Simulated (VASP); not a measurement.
# MnSi (I4/mmm) in VASP: notebook

The runs below take MnSi through single point, relaxation of cell and atoms, with PBE.

Everything below comes from runs of VASP 6.6.1. Logs are shortened: lines on timing, memory, paths and dates and some standing lists are left out, and cuts for length are marked.

## 1. The cell of the first run

It takes space group I4/mmm (No. 139, tetragonal). The conventional cell has a = 3.865 Å, b = 3.865 Å, c = 4.586 Å, α = 90.00°, β = 90.00°, γ = 90.00°. Mn (site symmetry 4/mmm) has 6 Si at 2.29 to 2.73 Å within 3.0 Å. Si (site symmetry 4/mmm) has 6 Mn at 2.29 to 2.73 Å within 3.0 Å.

The cell was built from a structure type or drawn by symmetry, and may not be a known phase.

## 2. Single point, PBE, collinear spin, ferromagnetic start

INCAR

```
SYSTEM = MnSi
ALGO = Normal ; EDIFF = 1E-7
ENCUT = 520 ; GGA = PE
ISIF = 2 ; ISMEAR = 0
ISPIN = 2 ; LASPH = .TRUE.
LCHARG = .TRUE. ; LELF = .TRUE.
LMAXMIX = 4 ; LORBIT = 11
LREAL = .FALSE. ; LVHAR = .TRUE.
LWAVE = .FALSE. ; MAGMOM = 4 0
NBANDS = 20 ; NELM = 150
PREC = Accurate ; SIGMA = 0.1
```

KPOINTS

```
k-points
0
G
  6 6 6
  0 0 0
```

POSCAR

```
MnSi
1.0
   -1.9325313600      1.9325313600      2.2930131300
    1.9325313600     -1.9325313600      2.2930131300
    1.9325313600      1.9325313600     -2.2930131300
Mn Si
1 1
Direct
    0.5000000000      0.5000000000      0.0000000000
    0.0000000000      0.0000000000      0.0000000000
```

Potentials or basis: VASP PAW PBE potentials, release 64 (Mn_pv, Si).

On the command line:

```bash
$ cat potpaw_PBE.64/Mn_pv/POTCAR potpaw_PBE.64/Si/POTCAR > POTCAR
$ mpirun -np 1 vasp_std > vasp.out
```

OUTCAR:

```text
SYSTEM = MnSi
   EDIFF = 1E-7
   ENCUT = 520
   GGA = PE
   ISIF = 2
   ISMEAR = 0
   ISPIN = 2
   LASPH = .TRUE.
   LORBIT = 11
   LREAL = .FALSE.
   NELM = 150
   PREC = Accurate

 ion  position               nearest neighbor table
   1  0.500  0.500  0.000-   2 2.29   2 2.29   2 2.73   2 2.73   2 2.73   2 2.73
   2  0.000  0.000  0.000-   1 2.29   1 2.29   1 2.73   1 2.73   1 2.73   1 2.73

  LATTYP: Found a body centered tetragonal cell.
 ALAT       =     3.8650627200
 C/A-ratio  =     1.1865334646

  Lattice vectors:

 A1 = (  -1.9325313600,   1.9325313600,   2.2930131300)
 A2 = (   1.9325313600,  -1.9325313600,   2.2930131300)
 A3 = (   1.9325313600,   1.9325313600,  -2.2930131300)

Analysis of symmetry for initial positions (statically):
=====================================================================
 Subroutine PRICEL returns:
 Original cell was already a primitive cell.

 Routine SETGRP: Setting up the symmetry group for a
 body centered tetragonal supercell.

 Subroutine GETGRP returns: Found 16 space group operations
 (whereof 16 operations were pure point group operations)
 out of a pool of 16 trial point group operations.

The static configuration has the point symmetry D_4h.

Analysis of symmetry for dynamics (positions and initial velocities):
=====================================================================
 Subroutine PRICEL returns:
 Original cell was already a primitive cell.

 Routine SETGRP: Setting up the symmetry group for a
 body centered tetragonal supercell.

 Subroutine GETGRP returns: Found 16 space group operations
 (whereof 16 operations were pure point group operations)
 out of a pool of 16 trial point group operations.

The dynamic configuration has the point symmetry D_4h.

Analysis of structural, dynamic, and magnetic symmetry:
=====================================================================
 Subroutine PRICEL returns:
 Original cell was already a primitive cell.

 Routine SETGRP: Setting up the symmetry group for a
 body centered tetragonal supercell.

 Subroutine GETGRP returns: Found 16 space group operations
 (whereof 16 operations were pure point group operations)
 out of a pool of 16 trial point group operations.

The overall configuration has the point symmetry D_4h.

 Subroutine INISYM returns: Found 16 space group operations
 (whereof 16 operations are pure point group operations),
 and found     1 'primitive' translations

----------------------------------------------------------------------------------------

                                     Primitive cell

  volume of cell :      34.2547

  direct lattice vectors                    reciprocal lattice vectors
    -1.932531360  1.932531360  2.293013130     0.000000000  0.258728014  0.218053701
     1.932531360 -1.932531360  2.293013130     0.258728014  0.000000000  0.218053701
     1.932531360  1.932531360 -2.293013130     0.258728014  0.258728014  0.000000000

  length of vectors
     3.567529135  3.567529135  3.567529135     0.338360166  0.338360166  0.365896666

  position of ions in fractional coordinates (direct lattice)
     0.500000000  0.500000000  0.000000000
     0.000000000  0.000000000  0.000000000

  ion indices of the primitive-cell ions
   primitive index   ion index
                 1           1
                 2           2

----------------------------------------------------------------------------------------

 KPOINTS: k-points

Automatic generation of k-mesh.
 Grid dimensions read from file:
 generate k-points for:    6    6    6

 Generating k-lattice:

  Cartesian coordinates                     Fractional coordinates (reciprocal lattice)
     0.000000000  0.043121336  0.036342284     0.166666667  0.000000000 -0.000000000
     0.043121336  0.000000000  0.036342284     0.000000000  0.166666667 -0.000000000
     0.043121336  0.043121336  0.000000000     0.000000000  0.000000000  0.166666667

  Length of vectors
     0.056393361  0.056393361  0.060982778

  Shift w.r.t. Gamma in fractional coordinates (k-lattice)
     0.000000000  0.000000000  0.000000000

 Subroutine IBZKPT returns following result:
 ===========================================

 Found     30 irreducible k-points:

 Following reciprocal coordinates:
            Coordinates               Weight
  0.000000  0.000000  0.000000      1.000000
  0.166667  0.000000 -0.000000      8.000000
  0.333333 -0.000000  0.000000      8.000000
  0.500000  0.000000 -0.000000      4.000000
  0.166667  0.166667 -0.000000      8.000000
  0.333333  0.166667 -0.000000     16.000000
[... 16 lines left out ...]
 -0.333333 -0.333333  0.166667      8.000000
 -0.166667 -0.333333  0.166667      8.000000
 [... further k-points ...]
   k-points           NKPTS =     30   k-points in BZ     NKDIM =     30   number of bands    NBANDS=     20
   number of dos      NEDOS =    301   number of ions     NIONS =      2
   total plane-waves  NPLWV =  21952
   dimension x,y,z NGX =    28 NGY =   28 NGZ =   28
   dimension x,y,z NGXF=    56 NGYF=   56 NGZF=   56
   ions per type =               1   1
   NGX,Y,Z   is equivalent  to a cutoff of  13.05, 13.05, 13.05 a.u.
   NGXF,Y,Z  is equivalent  to a cutoff of  26.10, 26.10, 26.10 a.u.
 SYSTEM =  MnSi
   PREC   = accura    normal or accurate (medium, high low for compatibility)
   ISTART =      0    job   : 0-new  1-cont  2-samecut
   ICHARG =      2    charge: 1-file 2-atom 10-const
   ISPIN  =      2    spin polarized calculation?
   LNONCOLLINEAR =      F non collinear calculations
   LSORBIT =      F    spin-orbit coupling
   LASPH  =      T    aspherical Exc in radial PAW
   ENCUT  =  520.0 eV  38.22 Ry    6.18 a.u.   6.63  6.63  6.63*2*pi/ulx,y,z
   NELM   =    150;   NELMIN=  2; NELMDL= -5     # of ELM steps
   EDIFF  = 0.1E-06   stopping-criterion for ELM
   LREAL  =      F    real-space projection
   EDIFFG = 0.1E-05   stopping-criterion for IOM
   NSW    =      0    number of steps for IOM
   IBRION =     -1    ionic relax: 0-MD 1-quasi-New 2-CG
   NFREE  =      0    steps in history (QN), initial steepest desc. (CG)
   ISIF   =      2    stress and relaxation
   ISYM   =      2    0-nonsym 1-usesym 2-fastsym
   POTIM  = 0.5000    time-step for ionic-motion
   TEBEG  =    0.0;   TEEND  =   0.0 temperature during run
   PSTRESS=    0.0 pullay stress
   NELECT =      17.0000    total number of electrons
   NUPDOWN=      -1.0000    fix difference up-down
   EMIN   =  10.00;   EMAX   =-10.00  energy-range for DOS
   EFERMI =   0.00;   METHOD = LEGACY
   ISMEAR =     0;   SIGMA  =   0.10  broadening in eV -4-tet -1-fermi 0-gaus
   EFERMI_NEDOS =   21; number of points for ismear=-14 and -15
   IALGO  =     38    algorithm
   IMIX   =      4    mixing-type and parameters
     AMIX     =   0.40;   BMIX     =  1.00
     AMIX_MAG =   1.60;   BMIX_MAG =  1.00
  volume/ion in A,a.u.               =      17.13       115.58
  Fermi-wavevector in a.u.,A,eV,Ry     =   1.296138  2.449346 22.857432  1.679974
  Thomas-Fermi vector in A             =   2.427613
   LORBIT       =     11    0 simple, 1 ext, 2 COOP (PROOUT), +10 PAW based schemes
   GGA     = PE    functional components
   LHFCALC =     F    Hartree Fock is set to
   AEXX    =    0.0000 exact exchange contribution
   IVDW    =     0    specifies the selected vdW correction
   LEPSILON=     F    determine dielectric tensor
   LRPA    =     F    only Hartree local field effects (RPA)
 spin polarized calculation
 Gauss-broadening in eV      SIGMA  =   0.10
  energy-cutoff  :      520.00
  volume of cell :       34.25
 maximum number of plane-waves:       933
 NGX is ok and might be reduce to    28
   NGX = 13   NGY = 13   NGZ = 13

 number of electron      17.0000007 magnetization       2.9245175

 Free energy of the ion-electron system (eV)
  ---------------------------------------------------
  ext. energy  EPLUGINS =         0.00000000
  ---------------------------------------------------
  free energy    TOTEN  =       -13.70476148 eV

  energy without entropy =      -13.69785386  energy(sigma->0) =      -13.70130767

 E-fermi :   6.6856     XC(G=0): -10.7705

 val. band max:        6.6703366909   @ k =  -0.3333  -0.3333   0.1667
 cond. band min:       6.7253592087   @ k =  -0.3333   0.1667  -0.0000
 fundamental gap:      0.0550225177
 Fermi energy:         6.6855563164

 spin component 1

 k-point     1 :       0.0000    0.0000    0.0000
  band No.  band energies     occupation
      1     -42.9580      1.00000
      2     -42.9580      1.00000
      3     -42.7003      1.00000
      4      -3.7075      1.00000
      5       3.9754      1.00000
      6       3.9754      1.00000
[... 12 lines left out ...]
     19      17.9938      0.00000
     20      17.9938      0.00000
[... 507 lines left out ...]
 k-point    24 :      -0.1667   -0.3333    0.1667
  band No.  band energies     occupation
      1     -42.9619      1.00000
      2     -42.9612      1.00000
      3     -42.7063      1.00000
      4      -1.7720      1.00000
      5       2.8968      1.00000
      6       3.6120      1.00000
[... 12 lines left out ...]
     19      21.9436      0.00000
     20      24.3919      0.00000

 [... further k-points ...]

 spin component 2

 k-point     1 :       0.0000    0.0000    0.0000
  band No.  band energies     occupation
      1     -39.7662      1.00000
      2     -39.5594      1.00000
      3     -39.5594      1.00000
      4      -3.7238      1.00000
      5       6.3991      0.99997
      6       6.5296      0.98630
[... 12 lines left out ...]
     19      19.1245      0.00000
     20      19.1245      0.00000
[... 507 lines left out ...]
 k-point    24 :      -0.1667   -0.3333    0.1667
  band No.  band energies     occupation
      1     -39.7738      1.00000
      2     -39.5642      1.00000
      3     -39.5635      1.00000
      4      -1.8387      1.00000
      5       3.7092      1.00000
      6       5.1114      1.00000
[... 12 lines left out ...]
     19      22.4420      0.00000
     20      25.2075      0.00000

 [... further k-points ...]

------------------------ aborting loop because EDIFF is reached ----------------------------------------

  FORCE on cell =-STRESS in cart. coord.  units (eV):
  Direction    XX          YY          ZZ          XY          YZ          ZX
  --------------------------------------------------------------------------------------
  -------------------------------------------------------------------------------------
  Total       -3.0561460     -3.0561460      1.9854751      0.0000000      0.0000000      0.0000000
  in kB     -142.9437072   -142.9437072     92.8657121      0.0000000      0.0000000      0.0000000
  external PRESSURE =     -64.3405674 kB  Pullay stress =       0.0000000 kB

 VOLUME and BASIS-vectors are now :
 -----------------------------------------------------------------------------
  energy-cutoff  :      520.00
  volume of cell :       34.25
      direct lattice vectors                 reciprocal lattice vectors
    -1.932531360  1.932531360  2.293013130     0.000000000  0.258728014  0.218053701
     1.932531360 -1.932531360  2.293013130     0.258728014  0.000000000  0.218053701
     1.932531360  1.932531360 -2.293013130     0.258728014  0.258728014  0.000000000

 POSITION                                       TOTAL-FORCE (eV/Angst)
 -----------------------------------------------------------------------------------
      0.00000      0.00000      2.29301         0.000000     -0.000000     -0.000000
      0.00000      0.00000      0.00000        -0.000000      0.000000      0.000000
 -----------------------------------------------------------------------------------
    total drift:                                0.000000     -0.000000      0.000000

  FREE ENERGIE OF THE ION-ELECTRON SYSTEM (eV)
  ---------------------------------------------------
  free  energy   TOTEN  =       -13.7047614818 eV

  energy  without entropy=      -13.6978538622  energy(sigma->0) =      -13.70130767

 total charge

# of ion       s       p       d       tot
------------------------------------------
    1        0.309   6.215   5.096  11.619
    2        0.806   0.834   0.000   1.640
--------------------------------------------------
tot          1.114   7.049   5.096  13.259

 magnetization (x)

# of ion       s       p       d       tot
------------------------------------------
    1        0.063   0.008   3.010   3.081
    2       -0.016  -0.134   0.000  -0.150
--------------------------------------------------
tot          0.047  -0.126   3.010   2.931
```

Run time: 21 s. Hardware: 1 thread of Intel Xeon 6975P-C (Granite Rapids), shared host; peak memory 0.18 GiB.

What came out:

| Item | Value |
| --- | --- |
| Free energy | -13.7048 eV |
| Pressure | -6.4 GPa |
| Net moment | 2.92 μB per cell |
| Site moments | Mn +3.08; Si -0.15 μB |
| Valence electrons inside the program's atomic spheres | Mn 11.62; Si 1.64 |

Caveat: the cell stands under tension.

## 3. Relaxation of cell and atoms, PBE, collinear spin, ferromagnetic start

INCAR

```
ALGO = Normal ; EDIFF = 1E-6
EDIFFG = -0.04 ; ENCUT = 600
GGA = PE ; IBRION = 2
ISIF = 3 ; ISMEAR = 0
ISPIN = 2 ; LASPH = True
LCHARG = False ; LMAXMIX = 4
LORBIT = 11 ; LREAL = False
LWAVE = False ; MAGMOM = 4 0
NELM = 150 ; NSW = 90
PREC = Accurate ; SIGMA = 0.1
```

KPOINTS

```
k-points
0
Gamma
  6 6 6
```

POSCAR is that of step 2.

Potentials or basis: VASP PAW PBE potentials, release 64 (Mn_pv, Si).

On the command line:

```bash
$ cat potpaw_PBE.64/Mn_pv/POTCAR potpaw_PBE.64/Si/POTCAR > POTCAR
$ mpirun -np 1 vasp_std > vasp.out
```

Wall time 99 s (1 thread of Intel Xeon 6975P-C (Granite Rapids), shared host); peak memory 0.2 GiB.

Results (log left out):

```yaml
Free_energy: -14.1669 eV
Relaxed_volume: 14.10 Å³/atom
Relaxed_cell: a = 3.418 Å, b = 3.418 Å, c = 3.418 Å, α = 120.06°, β = 120.06°, γ = 89.89°
Space_group_after_relaxing_to_0.1_Å: Fm-3m (No. 225)
Energy_gained_by_relaxing: 231.1 meV/atom
Ionic_steps: 8
Pressure_after_relaxing: 0.2 GPa
Net_moment: 2.39 μB per cell
Site_moments: Mn +2.50; Si -0.12 μB
Valence_electrons_inside_the_program's_atomic_spheres: Mn 11.80; Si 1.69
```

Stress tensor (GPa, compression positive):
```
0.31 0.00 0.00
0.00 0.31 0.00
0.00 0.00 0.01
```

Step by step:
```csv
step,energy change (eV),largest force (eV/Å),pressure (GPa),volume (Å³)
1,0.0000,0.0000,-6.44,34.25
2,-0.3894,0.0000,-6.22,30.80
3,-0.4496,0.0000,-3.47,29.32
4,-0.4551,0.0000,-1.43,28.67
5,-0.4553,0.0000,-2.08,28.85
6,-0.4600,0.0000,1.45,27.93
7,-0.4609,0.0000,0.41,28.18
8,-0.4622,0.0000,0.21,28.21
```

Final structure:
```
CELL_PARAMETERS angstrom
-1.70737 1.70737 2.41924
1.70737 -1.70737 2.41924
1.70737 1.70737 -2.41924
ATOMIC_POSITIONS crystal
Mn 0.50000 0.50000 0.00000
Si 0.00000 0.00000 0.00000
```

Levels at points of the mesh, in eV from the Fermi level:
Spin up:
```tsv
k point	band 8	band 9	band 10	band 11	band 12	band 13
(0.00, 0.00, 0.00)	-2.12	-2.12	3.79	3.79	3.79	10.26
(0.50, 0.00, 0.00)	-1.57	-1.57	-0.81	6.09	6.11	6.12
(0.50, 0.50, 0.00)	-1.42	-1.42	-0.09	-0.07	0.20	4.47
(0.50, 0.50, 0.50)	-1.42	-1.42	-0.06	-0.06	0.19	4.49
```
Spin down:
| k point | band 5 | band 6 | band 7 | band 8 | band 9 | band 10 |
| --- | --- | --- | --- | --- | --- | --- |
| (0.00, 0.00, 0.00) | -0.58 | -0.58 | -0.36 | -0.34 | -0.34 | 3.64 |
| (0.50, 0.00, 0.00) | -6.03 | -2.17 | -2.17 | 1.01 | 1.01 | 1.69 |
| (0.50, 0.50, 0.00) | -4.63 | -1.92 | -0.09 | -0.07 | -0.01 | 1.40 |
| (0.50, 0.50, 0.50) | -4.64 | -1.92 | -0.06 | -0.06 | -0.02 | 1.41 |

Caveat: the volume moved by over 15 % at a fixed basis, so the end points are rough.
